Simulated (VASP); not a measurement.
# Fe2O3 (R-3c) in VASP: single point with PBE

Aim: the single point of Fe2O3 with PBE.

All numbers are computed with VASP 6.6.1; they aren't measurements. Logs are shortened: lines on timing, memory, paths and dates and some standing lists are left out, and cuts for length are marked.

## 1. The cell of the first run

Symmetry: R-3c, No. 167, trigonal system. The conventional cell has a = 4.773 Å, b = 4.773 Å, c = 13.304 Å, α = 90.00°, β = 90.00°, γ = 120.00°. Fe (site symmetry 3) has 6 O at 1.89 to 1.96 Å and 1 Fe at 2.54 Å within 2.6 Å. O (site symmetry 2) has 4 Fe at 1.89 to 1.96 Å and 12 O at 2.59 to 2.84 Å within 2.9 Å.

## 2. Single point, PBE, collinear spin, ferromagnetic start

The input, INCAR:

```
PREC = Accurate
ENCUT = 600
EDIFF = 1E-6
ISMEAR = 0
SIGMA = 0.05
LREAL = False
LASPH = True
NELM = 200
ALGO = Normal
ISIF = 2
LWAVE = False
LCHARG = False
ISPIN = 2
MAGMOM = 5 5 5 5 0 0 0 0 0 0
LORBIT = 11
LMAXMIX = 4
GGA = PE
NBANDS = 49
GGA_COMPAT = False
```

The input, KPOINTS:

```
Automatic mesh
0
Gamma
  6 6 6
```

The input, POSCAR:

```
Fe2O3
1.0
    2.3865028811      1.3778480808      4.4345384372
   -2.3865028811      1.3778480808      4.4345384372
    0.0000000000     -2.7556961616      4.4345384372
Fe O
4 6
Direct
    0.3454541922      0.3454541922      0.3454541922
    0.1545458078      0.1545458078      0.1545458078
    0.6545458078      0.6545458078      0.6545458078
    0.8454541922      0.8454541922      0.8454541922
    0.5632180997      0.9367819003      0.2500000000
    0.2500000000      0.5632180997      0.9367819003
    0.9367819003      0.2500000000      0.5632180997
    0.4367819003      0.0632180997      0.7500000000
    0.7500000000      0.4367819003      0.0632180997
    0.0632180997      0.7500000000      0.4367819003
```

Potentials or basis: VASP PAW PBE potentials, release 64 (Fe, O).

Command:

```console
cat potpaw_PBE.64/Fe/POTCAR potpaw_PBE.64/O/POTCAR > POTCAR
mpirun -np 1 vasp_std > vasp.out
```

OUTCAR:

```text
PREC = Accurate
   ENCUT = 600
   EDIFF = 1E-6
   ISMEAR = 0
   LREAL = False
   LASPH = True
   NELM = 200
   ISIF = 2
   ISPIN = 2
   LORBIT = 11
   GGA = PE

 ion  position               nearest neighbor table
   1  0.345  0.345  0.345-   9 1.89   8 1.89  10 1.89   7 1.96   6 1.96   5 1.96   2 2.54   3 2.77
                             3 2.77   3 2.77
   2  0.155  0.155  0.155-  10 1.89   8 1.89   9 1.89   6 1.96   7 1.96   5 1.96   1 2.54   4 2.77
                             4 2.77   4 2.77
   3  0.655  0.655  0.655-   6 1.89   5 1.89   7 1.89  10 1.96   9 1.96   8 1.96   4 2.54   1 2.77
                             1 2.77   1 2.77
   4  0.845  0.845  0.845-   7 1.89   5 1.89   6 1.89   9 1.96  10 1.96   8 1.96   3 2.54   2 2.77
                             2 2.77   2 2.77
   5  0.563  0.937  0.250-   3 1.89   4 1.89   1 1.96   2 1.96
   6  0.250  0.563  0.937-   3 1.89   4 1.89   2 1.96   1 1.96
   7  0.937  0.250  0.563-   4 1.89   3 1.89   1 1.96   2 1.96
   8  0.437  0.063  0.750-   1 1.89   2 1.89   3 1.96   4 1.96
   9  0.750  0.437  0.063-   1 1.89   2 1.89   4 1.96   3 1.96
  10  0.063  0.750  0.437-   2 1.89   1 1.89   3 1.96   4 1.96

  LATTYP: Found a trigonal (rhomboedric) cell.
 ALAT       =     5.2210145074
 COS(alpha) =     0.5821271821

  Lattice vectors:

 A1 = (   2.3865028811,   1.3778480808,   4.4345384372)
 A2 = (  -2.3865028811,   1.3778480808,   4.4345384372)
 A3 = (   0.0000000000,  -2.7556961616,   4.4345384372)

Analysis of symmetry for initial positions (statically):
=====================================================================
 Subroutine PRICEL returns:
 Original cell was already a primitive cell.

 Routine SETGRP: Setting up the symmetry group for a
 trigonal (rhombohedral) supercell.

 Subroutine GETGRP returns: Found 12 space group operations
 (whereof  6 operations were pure point group operations)
 out of a pool of 12 trial point group operations.

The static configuration has the point symmetry S_6 .
 The point group associated with its full space group is D_3d.

Analysis of symmetry for dynamics (positions and initial velocities):
=====================================================================
 Subroutine PRICEL returns:
 Original cell was already a primitive cell.

 Routine SETGRP: Setting up the symmetry group for a
 trigonal (rhombohedral) supercell.

 Subroutine GETGRP returns: Found 12 space group operations
 (whereof  6 operations were pure point group operations)
 out of a pool of 12 trial point group operations.

[... 182 lines left out ...]

 E-fermi :   5.5872     XC(G=0): -12.4325

 val. band max:        5.5835358833   @ k =  -0.3333   0.3333   0.3333
 cond. band min:       5.5878074478   @ k =   0.5000   0.5000   0.1667
 fundamental gap:      0.0042715645
 Fermi energy:         5.5871776385

 spin component 1

 k-point     1 :       0.0000    0.0000    0.0000
  band No.  band energies     occupation
      1     -15.5702      1.00000
      2     -13.6844      1.00000
      3     -13.6572      1.00000
      4     -13.6572      1.00000
      5     -13.5104      1.00000
      6     -13.5104      1.00000
[... 1165 lines left out ...]
     45      14.9285      0.00000
     46      15.2386      0.00000

 [... further k-points ...]

 spin component 2

 k-point     1 :       0.0000    0.0000    0.0000
  band No.  band energies     occupation
      1     -15.5068      1.00000
      2     -13.6250      1.00000
      3     -13.5930      1.00000
      4     -13.5930      1.00000
      5     -13.4490      1.00000
      6     -13.4490      1.00000
[... 1165 lines left out ...]
     45      15.0581      0.00000
     46      15.3688      0.00000

 [... further k-points ...]

 [bands above 46 left out]

------------------------ aborting loop because EDIFF is reached ----------------------------------------

  FORCE on cell =-STRESS in cart. coord.  units (eV):
  Direction    XX          YY          ZZ          XY          YZ          ZX
  --------------------------------------------------------------------------------------
  -------------------------------------------------------------------------------------
  Total        0.7349892      0.7349892      0.7163492     -0.0000000      0.0000000      0.0000000
  in kB       13.4594893     13.4594893     13.1181431     -0.0000000      0.0000000      0.0000000
  external PRESSURE =      13.3457072 kB  Pullay stress =       0.0000000 kB

 VOLUME and BASIS-vectors are now :
 -----------------------------------------------------------------------------
  energy-cutoff  :      600.00
  volume of cell :       87.49
      direct lattice vectors                 reciprocal lattice vectors
     2.386502881  1.377848081  4.434538437     0.209511584  0.120961570  0.075167537
    -2.386502881  1.377848081  4.434538437    -0.209511584  0.120961570  0.075167537
     0.000000000 -2.755696162  4.434538437     0.000000000 -0.241923139  0.075167537

 POSITION                                       TOTAL-FORCE (eV/Angst)
 -----------------------------------------------------------------------------------
      0.00000      0.00000      4.59579         0.000000      0.000000      0.041673
      0.00000      0.00000      2.05602         0.000000      0.000000     -0.041673
      0.00000      0.00000      8.70783         0.000000      0.000000     -0.041673
      0.00000      0.00000     11.24760         0.000000      0.000000      0.041673
     -0.89151      1.37785      7.76044         0.020505      0.000000      0.000000
     -0.74750     -1.46100      7.76044        -0.010252      0.017758      0.000000
      1.63901      0.08315      7.76044        -0.010252     -0.017758      0.000000
      0.89151     -1.37785      5.54317        -0.020505      0.000000      0.000000
      0.74750      1.46100      5.54317         0.010252     -0.017758      0.000000
     -1.63901     -0.08315      5.54317         0.010252      0.017758      0.000000
 -----------------------------------------------------------------------------------
    total drift:                               -0.000000     -0.000000      0.000000

  FREE ENERGIE OF THE ION-ELECTRON SYSTEM (eV)
  ---------------------------------------------------
  free  energy   TOTEN  =       -74.6334414754 eV

  energy  without entropy=      -74.6190168417  energy(sigma->0) =      -74.62622916

 total charge

# of ion       s       p       d       tot
------------------------------------------
    1        0.409   0.654   6.306   7.369
    2        0.409   0.654   6.306   7.369
    3        0.409   0.654   6.306   7.369
    4        0.409   0.654   6.306   7.369
    5        1.558   3.454   0.000   5.012
    6        1.558   3.454   0.000   5.012
    7        1.558   3.454   0.000   5.012
    8        1.558   3.454   0.000   5.012
    9        1.558   3.454   0.000   5.012
   10        1.558   3.454   0.000   5.012
--------------------------------------------------
tot         10.986  23.339  25.223  59.548

 magnetization (x)

# of ion       s       p       d       tot
------------------------------------------
    1        0.007   0.010   0.927   0.943
    2        0.007   0.010   0.927   0.943
    3        0.007   0.010   0.927   0.943
    4        0.007   0.010   0.927   0.943
    5        0.000   0.028   0.000   0.028
    6        0.000   0.028   0.000   0.028
    7        0.000   0.028   0.000   0.028
    8        0.000   0.028   0.000   0.028
    9        0.000   0.028   0.000   0.028
   10        0.000   0.028   0.000   0.028
--------------------------------------------------
tot          0.028   0.207   3.707   3.941
```

OSZICAR:

```text
N       E                     dE             d eps       ncg     rms          rms(c)
DAV:   1     0.886047221563E+03    0.88605E+03   -0.34581E+04  6304   0.191E+03
DAV:   2     0.554485713043E+02   -0.83060E+03   -0.74815E+03  6512   0.473E+02
[... 13 lines left out ...]
DAV:  16    -0.746332660729E+02   -0.69889E-03   -0.50807E-04 10109   0.265E-01    0.296E-01
DAV:  17    -0.746334300524E+02   -0.16398E-03   -0.31160E-04  9911   0.249E-01    0.429E-02
DAV:  18    -0.746334043143E+02    0.25738E-04   -0.10053E-04  8938   0.907E-02    0.983E-02
DAV:  19    -0.746334382740E+02   -0.33960E-04   -0.16235E-05  8785   0.544E-02    0.255E-02
DAV:  20    -0.746334409911E+02   -0.27172E-05   -0.24673E-06  5216   0.145E-02    0.703E-03
DAV:  21    -0.746334414754E+02   -0.48424E-06   -0.11885E-06  3998   0.707E-03
   1 F= -.74633441E+02 E0= -.74626229E+02  d E =-.144246E-01  mag=     3.9994
```

Run time: 9.7 min. Hardware: 1 thread of Intel Xeon Platinum 8259CL at 2.50GHz (Skylake/Cascade Lake), shared host; peak memory 0.47 GiB.

What came out:

```yaml
Free_energy: -74.6334 eV
Pressure: 1.3 GPa
Largest_force: 0.042 eV/Å
Band_gap_on_the_k_mesh: zero (filled and empty bands overlap)
Net_moment: 4.00 μB per cell
Site_moments: Fe +0.94; O +0.03 μB
Valence_electrons_inside_the_program's_atomic_spheres: Fe 7.37; O 5.01
```

Forces on the atoms (eV/Å):
```
Fe   0.000  0.000  0.042
Fe   0.000  0.000 -0.042
Fe   0.000  0.000 -0.042
Fe   0.000  0.000  0.042
O    0.021  0.000  0.000
O   -0.010  0.018  0.000
O   -0.010 -0.018  0.000
O   -0.021  0.000  0.000
O    0.010 -0.018  0.000
O    0.010  0.018  0.000
```

Levels at points of the mesh, in eV from the Fermi level:
Spin up:
| k point | band 34 | band 35 | band 36 | band 37 | band 38 | band 39 |
| --- | --- | --- | --- | --- | --- | --- |
| (0.00, 0.00, 0.00) | -0.61 | -0.55 | -0.55 | 0.44 | 0.44 | 0.61 |
| (0.50, 0.00, 0.00) | -0.96 | -0.84 | -0.84 | 1.00 | 1.00 | 1.21 |
| (0.50, 0.50, 0.00) | -0.83 | -0.73 | -0.73 | 0.32 | 0.47 | 0.68 |
| (0.50, 0.50, 0.50) | -0.84 | -0.84 | -0.84 | 1.06 | 1.06 | 1.06 |
Spin down:
```tsv
k point	band 28	band 29	band 30	band 31	band 32	band 33	band 34	band 35	band 36	band 37
(0.00, 0.00, 0.00)	-0.76	-0.76	-0.65	-0.65	-0.30	0.30	0.30	0.46	0.90	1.07
(0.50, 0.00, 0.00)	-0.39	-0.34	-0.34	-0.10	-0.10	-0.02	-0.02	0.45	0.45	1.51
(0.50, 0.50, 0.00)	-0.98	-0.49	-0.35	-0.26	-0.06	0.07	0.32	0.40	0.57	0.89
(0.50, 0.50, 0.50)	-0.80	-0.07	-0.07	-0.04	-0.04	-0.04	-0.04	0.05	0.05	1.56
```

Caveat: semilocal functionals often make such compounds metallic where correlation or magnetic order opens a gap, which also shifts bond lengths; only a ferromagnetic start was run, and an antiferromagnetic order may lie lower in energy. With open d or f shells a metallic result of PBE can be an artefact of self-interaction; +U or a hybrid may open a gap.
